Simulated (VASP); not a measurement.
Set up this calculation in VASP 6.6.1, as the native input.

| Quantity | Value |
| --- | --- |
| Task | single point |
| Functional | PBE |
| Potentials or basis | VASP PAW PBE potentials, release 64 (Sb, As, C) |
| Cutoff | 520 eV |
| k mesh | 6 × 6 × 2 |
| Occupations | gaussian, width 0.1 eV |
| Spin | no spin polarisation |
| Dipole correction | no |
| Further INCAR settings | ALGO = Normal; EDIFF = 1e-07; NBANDS = 35 |

The structure of Sb2As2C lies in POSCAR:

```
Sb2As2C
1.0
    4.5565584981      0.0000000000      0.0000000000
   -2.2782792491      3.9460954132      0.0000000000
    0.0000000000      0.0000000000     15.8750174919
Sb As C
4 4 2
Direct
    0.3333333333      0.6666666667      0.5528229461
    0.6666666667      0.3333333333      0.0528229461
    0.6666666667      0.3333333333      0.4471770539
    0.3333333333      0.6666666667      0.9471770539
    0.0000000000      0.0000000000      0.8609420702
    0.0000000000      0.0000000000      0.3609420702
    0.0000000000      0.0000000000      0.1390579298
    0.0000000000      0.0000000000      0.6390579298
    0.0000000000      0.0000000000      0.2500000000
    0.0000000000      0.0000000000      0.7500000000
```

The input as run:

INCAR

```
ALGO = Normal
EDIFF = 1E-7
ENCUT = 520
GGA = PE
ISIF = 2
ISMEAR = 0
LASPH = T
LCHARG = F
LREAL = F
LWAVE = F
NBANDS = 35
NELM = 80
PREC = Accurate
SIGMA = 0.1
```

KPOINTS

```
k-points
0
Gamma
  6 6 2
```

Potentials or basis: VASP PAW PBE potentials, release 64 (Sb, As, C).

Command:

```sh
$ cat potpaw_PBE.64/Sb/POTCAR potpaw_PBE.64/As/POTCAR potpaw_PBE.64/C/POTCAR > POTCAR
$ mpirun -np 1 vasp_std > vasp.out
```

It gave:

- Pressure: 0.2 GPa
- Largest force: 0.177 eV/Å
- Band gap on the k mesh: zero (band 24 reaches 3.89 eV, above the bottom of band 25 at 3.02 eV)

Caveat: spin-orbit coupling is left out, which moves the levels of the heavy elements.

Wall time 97 s on 1 thread of Intel(R) Xeon(R) 6975P-C (Granite Rapids), on a shared host, peak memory 0.46 GiB.
